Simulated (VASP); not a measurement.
# Ge2Sb2O (P4/mmm) in VASP: further runs, part 3 of 3

VASP 6.6.1. The steps go on from the part before.

## Step 5: Single point, PBE

This run uses another cell than the first one, of 22.50 Å³/atom.

The input, INCAR:

```
SYSTEM = Ge2Sb2O
  PREC = Accurate
  ENCUT = 600
  EDIFF = 1E-6
  ISMEAR = 0
  SIGMA = 0.1
  LREAL = .FALSE.
  LASPH = .TRUE.
  NELM = 120
  ALGO = Normal
  ISIF = 2
  LWAVE = .FALSE.
  LCHARG = .TRUE.
  GGA = PE
  LELF = .TRUE.
  LVHAR = .TRUE.
  NBANDS = 30
  GGA_COMPAT = .FALSE.
```

The input, KPOINTS:

```
Automatic mesh
0
G
  6 6 2
  0 0 0
```

The input, POSCAR:

```
Ge2Sb2O
1.0
    3.6360760100      0.0000000000      0.0000000000
    0.0000000000      3.6360760100      0.0000000000
    0.0000000000      0.0000000000      8.5106186500
Ge Sb O
2 2 1
Direct
    0.5000000000      0.5000000000      0.2236765700
    0.5000000000      0.5000000000      0.7763234300
    0.0000000000      0.0000000000      0.0000000000
    0.0000000000      0.0000000000      0.5000000000
    0.5000000000      0.5000000000      0.5000000000
```

Potentials or basis: VASP PAW PBE potentials, release 64 (Ge_d, Sb, O).

Command:

```
cat potpaw_PBE.64/Ge_d/POTCAR potpaw_PBE.64/Sb/POTCAR potpaw_PBE.64/O/POTCAR > POTCAR
mpirun -np 1 vasp_std > vasp.out
```

OUTCAR:

```text
SYSTEM = Ge2Sb2O
   PREC = Accurate
   ENCUT = 600
   EDIFF = 1E-6
   ISMEAR = 0
   LREAL = .FALSE.
   LASPH = .TRUE.
   NELM = 120
   ISIF = 2
   GGA = PE

 ion  position               nearest neighbor table
   1  0.500  0.500  0.224-   5 2.35   3 3.20   3 3.20   3 3.20   3 3.20
   2  0.500  0.500  0.776-   5 2.35   3 3.20   3 3.20   3 3.20   3 3.20
   3  0.000  0.000  0.000-   1 3.20   2 3.20   1 3.20   2 3.20   1 3.20   2 3.20   1 3.20   2 3.20

   4  0.000  0.000  0.500-   5 2.57   5 2.57   5 2.57   5 2.57
   5  0.500  0.500  0.500-   1 2.35   2 2.35   4 2.57   4 2.57   4 2.57   4 2.57

  LATTYP: Found a simple tetragonal cell.
[... 857 lines left out ...]
  -------------------------------------------------------------------------------------
  Total       -3.3441240     -3.3441240     -2.6205213      0.0000000      0.0000000     -0.0000000
  in kB      -47.6174256    -47.6174256    -37.3139506      0.0000000      0.0000000     -0.0000000
  external PRESSURE =     -44.1829339 kB  Pullay stress =       0.0000000 kB

 VOLUME and BASIS-vectors are now :
 -----------------------------------------------------------------------------
  energy-cutoff  :      600.00
  volume of cell :      112.52
      direct lattice vectors                 reciprocal lattice vectors
     3.636076010  0.000000000  0.000000000     0.275021753  0.000000000  0.000000000
     0.000000000  3.636076010  0.000000000     0.000000000  0.275021753  0.000000000
     0.000000000  0.000000000  8.510618650     0.000000000  0.000000000  0.117500271

 POSITION                                       TOTAL-FORCE (eV/Angst)
 -----------------------------------------------------------------------------------
      1.81804      1.81804      1.90363         0.000000     -0.000000     -0.132116
      1.81804      1.81804      6.60699         0.000000      0.000000      0.132116
      0.00000      0.00000      0.00000         0.000000      0.000000      0.000000
      0.00000      0.00000      4.25531         0.000000      0.000000      0.000000
      1.81804      1.81804      4.25531         0.000000      0.000000      0.000000
 -----------------------------------------------------------------------------------
    total drift:                                0.000000      0.000000      0.000000

  FREE ENERGIE OF THE ION-ELECTRON SYSTEM (eV)
  ---------------------------------------------------
  free  energy   TOTEN  =       -21.5028078178 eV

  energy  without entropy=      -21.4797883795  energy(sigma->0) =      -21.49129810
```

Wall time 70 s (1 thread of Intel Xeon 6975P-C (Granite Rapids), shared host); peak memory 0.27 GiB.

What came out:

```yaml
Free_energy: -21.5028 eV
Pressure: -4.4 GPa
Largest_force: 0.132 eV/Å
Band_gap_on_the_k_mesh: zero (bands 22 and 23 overlap by 2.63 eV)
```

Forces in eV/Å, atoms in the order of the input:
```
Ge   0.000  0.000 -0.132
Ge   0.000  0.000  0.132
Sb   0.000  0.000  0.000
Sb   0.000  0.000  0.000
O    0.000  0.000  0.000
```

Caveat: the k points lie up to 0.37 Å⁻¹ apart, too coarse for converged energies and pressures of a metal; spin-orbit coupling is left out, which moves the levels of the heavy elements.

## Step 6: Relaxation of cell and atoms, PBE

This run uses another cell than the first one, of 20.66 Å³/atom.

The input, INCAR:

```
SYSTEM = Ge2Sb2O
ALGO = Normal ; EDIFF = 1E-7
EDIFFG = -0.04 ; ENCUT = 600
GGA = PE ; GGA_COMPAT = .FALSE.
IBRION = 2 ; ISIF = 3
ISMEAR = 0 ; LASPH = .TRUE.
LCHARG = .FALSE. ; LREAL = .FALSE.
LWAVE = .FALSE. ; NELM = 120
NELMIN = 4 ; NSW = 90
PREC = Accurate ; SIGMA = 0.1
```

The input, KPOINTS:

```
k-points
0
G
  4 4 4
  0 0 0
```

The input, POSCAR:

```
Ge2Sb2O
1.0
    3.7831341273      0.0000000000      0.0000000000
    0.0000000000      3.7831341273      0.0000000000
    0.0000000000      0.0000000000      7.2186693302
Ge Sb O
2 2 1
Direct
    0.5000000000      0.5000000000      0.2085520589
    0.5000000000      0.5000000000      0.7914479411
    0.0000000000      0.0000000000      0.0000000000
    0.0000000000      0.0000000000      0.5000000000
    0.5000000000      0.5000000000      0.5000000000
```

Potentials or basis: VASP PAW PBE potentials, release 64 (Ge_d, Sb, O).

Command:

```
cat potpaw_PBE.64/Ge_d/POTCAR potpaw_PBE.64/Sb/POTCAR potpaw_PBE.64/O/POTCAR > POTCAR
mpirun -np 1 vasp_std > vasp.out
```

It took 13 min on 1 thread of Intel Xeon 6975P-C (Granite Rapids), shared host; peak memory 0.26 GiB.

Results (log left out):

```
Free energy                           : -21.8650 eV
Relaxed volume                        : 20.62 Å³/atom
Relaxed cell                          : a = 3.386 Å, b = 3.386 Å, c = 8.992 Å, α = 90.00°, β = 90.00°, γ = 90.00°
Space group after relaxing (to 0.1 Å) : P4/mmm (No. 123)
Energy gained by relaxing             : 76.9 meV/atom
Ionic steps                           : 23
Pressure after relaxing               : 0.0 GPa
Band gap on the k mesh                : zero (bands 22 and 23 overlap by 2.51 eV)
```

Stress tensor (GPa, compression positive):
```
 0.13  0.00  0.00
 0.00  0.13  0.00
 0.00  0.00 -0.26
```

Step by step:
| step | energy change (eV) | largest force (eV/Å) | pressure (GPa) | volume (Å³) |
| --- | --- | --- | --- | --- |
| 1 | 0.0000 | 0.3212 | -0.01 | 103.31 |
| 2 | -0.0336 | 0.1900 | -0.34 | 103.28 |
| 3 | -0.0981 | 0.3254 | -0.45 | 103.10 |
| 4 | -0.1033 | 0.4782 | -0.24 | 102.99 |
| 5 | -0.1309 | 0.3597 | -0.10 | 102.68 |
| 6 | -0.2185 | 0.0659 | 0.24 | 101.59 |
| 7 | -0.3011 | 0.2495 | 2.75 | 98.68 |
| 8 | -0.2951 | 0.2915 | 4.17 | 97.47 |
| 9 | -0.3041 | 0.3471 | 3.33 | 98.16 |
| 10 | -0.3025 | 0.3257 | 3.72 | 97.82 |
| 11 | -0.3117 | 0.2825 | 3.61 | 98.14 |
| 12 | -0.3134 | 0.2204 | 3.50 | 98.62 |
| 13 | -0.3146 | 0.2412 | 3.52 | 98.45 |
| 14 | -0.3271 | 0.2413 | 3.05 | 99.02 |
| 15 | -0.3544 | 0.2412 | 1.68 | 100.72 |
| 16 | -0.3669 | 0.2301 | -0.76 | 104.18 |
| 17 | -0.3689 | 0.2348 | -0.15 | 103.24 |
| 18 | -0.3701 | 0.2242 | -0.14 | 103.25 |
| 19 | -0.3735 | 0.1930 | -0.14 | 103.25 |
| 20 | -0.3787 | 0.1326 | -0.13 | 103.27 |
| 21 | -0.3833 | 0.0216 | -0.09 | 103.29 |
| 22 | -0.3834 | 0.0065 | -0.09 | 103.30 |
| 23 | -0.3845 | 0.0004 | 0.00 | 103.09 |

Final structure:
```yaml
crystal:
  lattice:
    - [3.38594, 0.00000, 0.00000]
    - [0.00000, 3.38594, 0.00000]
    - [0.00000, 0.00000, 8.99218]
  atoms:
    - { symbol: Ge, position: [0.50000, 0.50000, 0.22263] }
    - { symbol: Ge, position: [0.50000, 0.50000, 0.77737] }
    - { symbol: Sb, position: [0.00000, 0.00000, 0.00000] }
    - { symbol: Sb, position: [0.00000, 0.00000, 0.50000] }
    - { symbol: O, position: [0.50000, 0.50000, 0.50000] }
```

Levels at points of the mesh, in eV from the Fermi level:
```
           k point  band 19  band 20  band 21  band 22  band 23  band 24  band 25  band 26
(0.00, 0.00, 0.00)    -0.46     0.65     0.65     1.38     1.80     2.82     2.82     4.76
(0.50, 0.00, 0.00)    -3.65    -1.60    -0.76    -0.34    -0.21     2.30     3.02     3.42
(0.50, 0.50, 0.00)    -4.29    -3.46    -1.82    -1.82    -1.14     0.16     0.98     0.98
(0.00, 0.00, 0.50)    -1.26     0.21     0.62     0.62     2.88     2.88     3.69     4.26
(0.50, 0.00, 0.50)    -3.06    -1.63    -1.21    -1.11     1.98     2.31     3.33     3.67
(0.50, 0.50, 0.50)    -4.38    -3.93    -1.48    -1.48    -0.42    -0.05     0.58     0.58
```

Caveat: the k points lie up to 0.46 Å⁻¹ apart in the final cell, too coarse for converged energies and pressures of a metal; a cell axis changed by over 15 % at a fixed basis, so the end point is rough; spin-orbit coupling is left out, which moves the levels of the heavy elements.

## Step 7: The runs side by side

```tsv
task	cell	k mesh	gap on the mesh (eV)	pressure (GPa)	largest force (eV/Å)
single point	a = 3.399, b = 3.399, c = 8.973 Å, 5 atoms, atomic positions A	4 × 4 × 4	none	-0.3	-
single point	a = 3.783, b = 3.783, c = 7.219 Å, 5 atoms, atomic positions B	6 × 6 × 2	none	-0.2	0.01
single point	a = 3.375, b = 3.375, c = 9.254 Å, 5 atoms, atomic positions C	6 × 6 × 2	none	-0.4	0.02
single point	a = 3.636, b = 3.636, c = 8.511 Å, 5 atoms, atomic positions D	6 × 6 × 2	none	-4.4	0.13
relaxation of cell and atoms	relaxed from a = 3.783, b = 3.783, c = 7.219 Å, 5 atoms, atomic positions B	4 × 4 × 4	none	0.0	-
```

Alike in all rows: level PBE; potentials or basis VASP PAW PBE potentials, release 64 (Ge_d, Sb, O); no spin polarisation; cutoff (eV) 600; smearing gaussian 0.1 eV.

Caveats: some runs use coarse meshes; spin-orbit coupling is left out, which moves the levels of the heavy elements; a cell axis changed by over 15 % at a fixed basis, so the end point is rough (at least some runs).

Total energies depend on the potentials used, so only differences within one code and one set of settings carry meaning.
